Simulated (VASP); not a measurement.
# Te2Pb3Se (I4/mmm) in VASP: single point with PBE

Aim: the single point of Te2Pb3Se with PBE.

Everything below comes from runs of VASP 6.6.1. Logs are shortened: lines on timing, memory, paths and dates and some standing lists are left out, and cuts for length are marked.

## 1. The cell of the first run

Symmetry: I4/mmm, No. 139, tetragonal system. The conventional cell has a = 4.573 Å, b = 4.573 Å, c = 19.342 Å, α = 90.00°, β = 90.00°, γ = 90.00°. Te (site symmetry 4mm) has 6 Pb at 3.24 to 3.32 Å within 4.3 Å. Within 4.1 Å of Pb (site symmetry 4mm) lie 1 Se at 3.10 Å and 5 Te at 3.24 to 3.32 Å. Within 4.3 Å of Pb (site symmetry 4/mmm) lie 4 Se at 3.23 Å and 2 Te at 3.25 Å. Se (site symmetry 4/mmm) has 6 Pb at 3.10 to 3.23 Å within 4.1 Å.

## 2. Single point, PBE

Input file INCAR:

```
SYSTEM = Te2Pb3Se
  PREC = Accurate
  ENCUT = 520
  EDIFF = 1E-6
  ISMEAR = 0
  SIGMA = 0.02
  LREAL = .FALSE.
  LASPH = .TRUE.
  NELM = 80
  ALGO = Normal
  ISIF = 2
  LWAVE = .FALSE.
  LCHARG = .FALSE.
  GGA = PE
  NBANDS = 39
  KPAR = 4
```

Input file KPOINTS:

```
Automatic mesh
0
G
  12 12 12
  0 0 0
```

Input file POSCAR:

```
Te2Pb3Se
1.0
   -2.2867271000      2.2867271000      9.6710462000
    2.2867271000     -2.2867271000      9.6710462000
    2.2867271000      2.2867271000     -9.6710462000
Te Pb Se
2 3 1
Direct
    0.8317730000      0.8317730000      0.0000000000
    0.1682270000      0.1682270000      0.0000000000
    0.6602690000      0.6602690000      0.0000000000
    0.3397310000      0.3397310000      0.0000000000
    0.0000000000      0.0000000000      0.0000000000
    0.5000000000      0.5000000000      0.0000000000
```

Potentials or basis: VASP PAW PBE potentials, release 64 (Te, Pb_d, Se).

Launch:

```console
> cat potpaw_PBE.64/Te/POTCAR potpaw_PBE.64/Pb_d/POTCAR potpaw_PBE.64/Se/POTCAR > POTCAR
> mpirun -np 4 vasp_std > vasp.out
```

OUTCAR:

```text
SYSTEM = Te2Pb3Se
   PREC = Accurate
   ENCUT = 520
   EDIFF = 1E-6
   ISMEAR = 0
   LREAL = .FALSE.
   LASPH = .TRUE.
   NELM = 80
   ISIF = 2
   GGA = PE

 ion  position               nearest neighbor table
   1  0.832  0.832  0.000-   4 3.24   4 3.24   4 3.24   4 3.24   5 3.25   3 3.32
   2  0.168  0.168  0.000-   3 3.24   3 3.24   3 3.24   3 3.24   5 3.25   4 3.32
   3  0.660  0.660  0.000-   6 3.10   2 3.24   2 3.24   2 3.24   2 3.24   1 3.32
   4  0.340  0.340  0.000-   6 3.10   1 3.24   1 3.24   1 3.24   1 3.24   2 3.32
   5  0.000  0.000  0.000-   6 3.23   6 3.23   6 3.23   6 3.23   2 3.25   1 3.25
   6  0.500  0.500  0.000-   3 3.10   4 3.10   5 3.23   5 3.23   5 3.23   5 3.23

  LATTYP: Found a body centered tetragonal cell.
 ALAT       =     4.5734542000
 C/A-ratio  =     4.2292087237

  Lattice vectors:

 A1 = (  -2.2867271000,   2.2867271000,   9.6710462000)
 A2 = (   2.2867271000,  -2.2867271000,   9.6710462000)
 A3 = (   2.2867271000,   2.2867271000,  -9.6710462000)

Analysis of symmetry for initial positions (statically):
=====================================================================
 Subroutine PRICEL returns:
 Original cell was already a primitive cell.

 Routine SETGRP: Setting up the symmetry group for a
 body centered tetragonal supercell.

 Subroutine GETGRP returns: Found 16 space group operations
 (whereof 16 operations were pure point group operations)
 out of a pool of 16 trial point group operations.

The static configuration has the point symmetry D_4h.

Analysis of symmetry for dynamics (positions and initial velocities):
=====================================================================
 Subroutine PRICEL returns:
 Original cell was already a primitive cell.

 Routine SETGRP: Setting up the symmetry group for a
 body centered tetragonal supercell.

 Subroutine GETGRP returns: Found 16 space group operations
 (whereof 16 operations were pure point group operations)
 out of a pool of 16 trial point group operations.

The dynamic configuration has the point symmetry D_4h.

 Subroutine INISYM returns: Found 16 space group operations
 (whereof 16 operations are pure point group operations),
 and found     1 'primitive' translations

----------------------------------------------------------------------------------------

                                     Primitive cell

  volume of cell :     202.2843

  direct lattice vectors                    reciprocal lattice vectors
    -2.286727100  2.286727100  9.671046200     0.000000000  0.218653113  0.051700715
     2.286727100 -2.286727100  9.671046200     0.218653113  0.000000000  0.051700715
     2.286727100  2.286727100 -9.671046200     0.218653113  0.218653113  0.000000000

  length of vectors
    10.197420079 10.197420079 10.197420079     0.224682327  0.224682327  0.309222198

  position of ions in fractional coordinates (direct lattice)
     0.831773000  0.831773000  0.000000000
     0.168227000  0.168227000  0.000000000
     0.660269000  0.660269000  0.000000000
     0.339731000  0.339731000  0.000000000
     0.000000000  0.000000000  0.000000000
     0.500000000  0.500000000  0.000000000

  ion indices of the primitive-cell ions
   primitive index   ion index
                 1           1
                 2           2
                 3           3
                 4           4
                 5           5
                 6           6

----------------------------------------------------------------------------------------

 KPOINTS: Automatic mesh

Automatic generation of k-mesh.
 Grid dimensions read from file:
 generate k-points for:   12   12   12

 Generating k-lattice:

  Cartesian coordinates                     Fractional coordinates (reciprocal lattice)
     0.000000000  0.018221093  0.004308393     0.083333333  0.000000000 -0.000000000
     0.018221093  0.000000000  0.004308393     0.000000000  0.083333333 -0.000000000
     0.018221093  0.018221093  0.000000000     0.000000000  0.000000000  0.083333333

  Length of vectors
     0.018723527  0.018723527  0.025768517

  Shift w.r.t. Gamma in fractional coordinates (k-lattice)
     0.000000000  0.000000000  0.000000000

 Subroutine IBZKPT returns following result:
 ===========================================

 Found    163 irreducible k-points:

 Following reciprocal coordinates:
            Coordinates               Weight
  0.000000  0.000000  0.000000      1.000000
  0.083333  0.000000  0.000000      8.000000
  0.166667  0.000000  0.000000      8.000000
  0.250000  0.000000 -0.000000      8.000000
  0.333333  0.000000  0.000000      8.000000
  0.416667 -0.000000  0.000000      8.000000
[... 16 lines left out ...]
  0.500000  0.166667  0.000000     16.000000
 -0.416667  0.166667  0.000000     16.000000
 [... further k-points ...]
   k-points           NKPTS =    163   k-points in BZ     NKDIM =    163   number of bands    NBANDS=     39
   number of dos      NEDOS =    301   number of ions     NIONS =      6
   total plane-waves  NPLWV = 512000
   dimension x,y,z NGX =    80 NGY =   80 NGZ =   80
   dimension x,y,z NGXF=   160 NGYF=  160 NGZF=  160
   ions per type =               2   3   1
   NGX,Y,Z   is equivalent  to a cutoff of  13.04, 13.04, 13.04 a.u.
   NGXF,Y,Z  is equivalent  to a cutoff of  26.08, 26.08, 26.08 a.u.
 SYSTEM =  Te2Pb3Se
   PREC   = accura    normal or accurate (medium, high low for compatibility)
   ISTART =      0    job   : 0-new  1-cont  2-samecut
   ICHARG =      2    charge: 1-file 2-atom 10-const
   ISPIN  =      1    spin polarized calculation?
   LNONCOLLINEAR =      F non collinear calculations
   LSORBIT =      F    spin-orbit coupling
   LASPH  =      T    aspherical Exc in radial PAW
   ENCUT  =  520.0 eV  38.22 Ry    6.18 a.u.  18.96 18.96 18.96*2*pi/ulx,y,z
   NELM   =     80;   NELMIN=  2; NELMDL= -5     # of ELM steps
   EDIFF  = 0.1E-05   stopping-criterion for ELM
   LREAL  =      F    real-space projection
   EDIFFG = 0.1E-04   stopping-criterion for IOM
   NSW    =      0    number of steps for IOM
   IBRION =     -1    ionic relax: 0-MD 1-quasi-New 2-CG
   NFREE  =      0    steps in history (QN), initial steepest desc. (CG)
   ISIF   =      2    stress and relaxation
   ISYM   =      2    0-nonsym 1-usesym 2-fastsym
   POTIM  = 0.5000    time-step for ionic-motion
   TEBEG  =    0.0;   TEEND  =   0.0 temperature during run
   PSTRESS=    0.0 pullay stress
   NELECT =      60.0000    total number of electrons
   NUPDOWN=      -1.0000    fix difference up-down
   EMIN   =  10.00;   EMAX   =-10.00  energy-range for DOS
   EFERMI =   0.00;   METHOD = LEGACY
   ISMEAR =     0;   SIGMA  =   0.02  broadening in eV -4-tet -1-fermi 0-gaus
   EFERMI_NEDOS =   21; number of points for ismear=-14 and -15
   IALGO  =     38    algorithm
   IMIX   =      4    mixing-type and parameters
     AMIX     =   0.40;   BMIX     =  1.00
     AMIX_MAG =   1.60;   BMIX_MAG =  1.00
  volume/ion in A,a.u.               =      33.71       227.51
  Fermi-wavevector in a.u.,A,eV,Ry     =   1.091787  2.063178 16.218126  1.191999
  Thomas-Fermi vector in A             =   2.228039
   LORBIT       =      0    0 simple, 1 ext, 2 COOP (PROOUT), +10 PAW based schemes
   GGA     = PE    functional components
   LHFCALC =     F    Hartree Fock is set to
   AEXX    =    0.0000 exact exchange contribution
   IVDW    =     0    specifies the selected vdW correction
   LEPSILON=     F    determine dielectric tensor
   LRPA    =     F    only Hartree local field effects (RPA)
 non-spin polarized calculation
 Gauss-broadening in eV      SIGMA  =   0.02
  energy-cutoff  :      520.00
  volume of cell :      202.28
 maximum number of plane-waves:      5484
 NGX is ok and might be reduce to    80
   NGX = 37   NGY = 37   NGZ = 37

 number of electron      60.0000002 magnetization

 Free energy of the ion-electron system (eV)
  ---------------------------------------------------
  ext. energy  EPLUGINS =         0.00000000
  ---------------------------------------------------
  free energy    TOTEN  =       -23.12876890 eV

  energy without entropy =      -23.12876890  energy(sigma->0) =      -23.12876890

 E-fermi :   4.9642     XC(G=0):  -9.1397

 val. band max:        4.8714702602   @ k =   0.5000   0.0000  -0.0000
 cond. band min:       5.3972252130   @ k =   0.5000   0.0000  -0.0000
 fundamental gap:      0.5257549528
 Fermi energy:         4.9642261142

 k-point     1 :       0.0000    0.0000    0.0000
  band No.  band energies     occupation
      1     -12.0155      2.00000
      2     -12.0150      2.00000
      3     -11.9963      2.00000
      4     -11.9831      2.00000
      5     -11.9831      2.00000
      6     -11.8328      2.00000
[... 31 lines left out ...]
     38       9.4777      0.00000
     39       9.4778      0.00000

 k-point     2 :       0.0833    0.0000    0.0000
  band No.  band energies     occupation
      1     -12.0148      2.00000
      2     -12.0137      2.00000
      3     -11.9970      2.00000
      4     -11.9835      2.00000
      5     -11.9831      2.00000
      6     -11.8315      2.00000
[... 31 lines left out ...]
     38       9.2230      0.00000
     39       9.5461      0.00000

 k-point     3 :       0.1667    0.0000    0.0000
  band No.  band energies     occupation
      1     -12.0137      2.00000
      2     -12.0095      2.00000
      3     -11.9991      2.00000
      4     -11.9844      2.00000
      5     -11.9830      2.00000
      6     -11.8283      2.00000
[... 31 lines left out ...]
     38       8.9898      0.00000
     39       9.2619      0.00000

 k-point     4 :       0.2500    0.0000   -0.0000
  band No.  band energies     occupation
      1     -12.0122      2.00000
      2     -12.0037      2.00000
      3     -12.0018      2.00000
      4     -11.9857      2.00000
      5     -11.9829      2.00000
      6     -11.8242      2.00000
[... 31 lines left out ...]
     38       8.7480      0.00000
     39       9.2435      0.00000
[... 754 lines left out ...]
     38       8.9149      0.00000
     39       9.3265      0.00000

 k-point    23 :       0.5000    0.1667    0.0000
  band No.  band energies     occupation
      1     -12.0159      2.00000
      2     -12.0048      2.00000
      3     -11.9920      2.00000
      4     -11.9883      2.00000
      5     -11.9841      2.00000
      6     -11.8195      2.00000
[... 31 lines left out ...]
     38       8.5295      0.00000
     39       9.1806      0.00000

 k-point    24 :      -0.4167    0.1667    0.0000
  band No.  band energies     occupation
      1     -12.0150      2.00000
      2     -12.0049      2.00000
      3     -11.9934      2.00000
      4     -11.9879      2.00000
      5     -11.9841      2.00000
      6     -11.8189      2.00000
[... 31 lines left out ...]
     38       8.7888      0.00000
     39       9.1620      0.00000

 [... further k-points ...]

------------------------ aborting loop because EDIFF is reached ----------------------------------------

  FORCE on cell =-STRESS in cart. coord.  units (eV):
  Direction    XX          YY          ZZ          XY          YZ          ZX
  --------------------------------------------------------------------------------------
  -------------------------------------------------------------------------------------
  Total       -0.0615419     -0.0615419     -0.0536157      0.0000000      0.0000000      0.0000000
  in kB       -0.4874376     -0.4874376     -0.4246592      0.0000000      0.0000000      0.0000000
  external PRESSURE =      -0.4665115 kB  Pullay stress =       0.0000000 kB

 VOLUME and BASIS-vectors are now :
 -----------------------------------------------------------------------------
  energy-cutoff  :      520.00
  volume of cell :      202.28
      direct lattice vectors                 reciprocal lattice vectors
    -2.286727100  2.286727100  9.671046200     0.000000000  0.218653113  0.051700715
     2.286727100 -2.286727100  9.671046200     0.218653113  0.000000000  0.051700715
     2.286727100  2.286727100 -9.671046200     0.218653113  0.218653113  0.000000000

 POSITION                                       TOTAL-FORCE (eV/Angst)
 -----------------------------------------------------------------------------------
      0.00000      0.00000     16.08823        -0.000000     -0.000000      0.005460
      0.00000      0.00000      3.25386        -0.000000     -0.000000     -0.005460
      0.00000      0.00000     12.77098        -0.000000     -0.000000     -0.003052
      0.00000      0.00000      6.57111         0.000000      0.000000      0.003052
      0.00000      0.00000      0.00000         0.000000      0.000000      0.000000
      0.00000      0.00000      9.67105         0.000000      0.000000      0.000000
 -----------------------------------------------------------------------------------
    total drift:                               -0.000000      0.000000      0.000000

  FREE ENERGIE OF THE ION-ELECTRON SYSTEM (eV)
  ---------------------------------------------------
  free  energy   TOTEN  =       -23.1287688988 eV

  energy  without entropy=      -23.1287688988  energy(sigma->0) =      -23.12876890
```

It took 21 min on 4 MPI ranks of Intel Xeon Platinum 8259CL at 2.50GHz (Skylake/Cascade Lake), shared host; peak memory 1.8 GiB.

Results:

| Property | Result |
| --- | --- |
| Free energy | -23.1288 eV |
| Pressure | 0.0 GPa |
| Largest force | 0.005 eV/Å |
| Band gap on the k mesh | 0.53 eV |

Forces on the atoms (eV/Å):
```
Te   0.000  0.000  0.005
Te   0.000  0.000 -0.005
Pb   0.000  0.000 -0.003
Pb   0.000  0.000  0.003
Pb   0.000  0.000  0.000
Se   0.000  0.000  0.000
```

Levels at points of the mesh, in eV from the valence-band top:
```tsv
k point	band 27	band 28	band 29	band 30	band 31	band 32	band 33	band 34
(0.00, 0.00, 0.00)	-2.34	-1.38	-1.33	-1.33	3.72	3.79	4.02	4.02
(0.50, 0.00, 0.00)	-0.81	-0.71	-0.45	0.00	0.53	1.31	1.44	1.50
(0.50, 0.50, 0.00)	-2.70	-2.64	-1.38	-1.12	2.77	2.79	3.53	4.03
(0.50, 0.50, 0.50)	-1.68	-1.68	-0.71	-0.18	1.68	2.00	3.55	3.98
```

Caveat: spin-orbit coupling is left out, which moves the levels of the heavy elements.
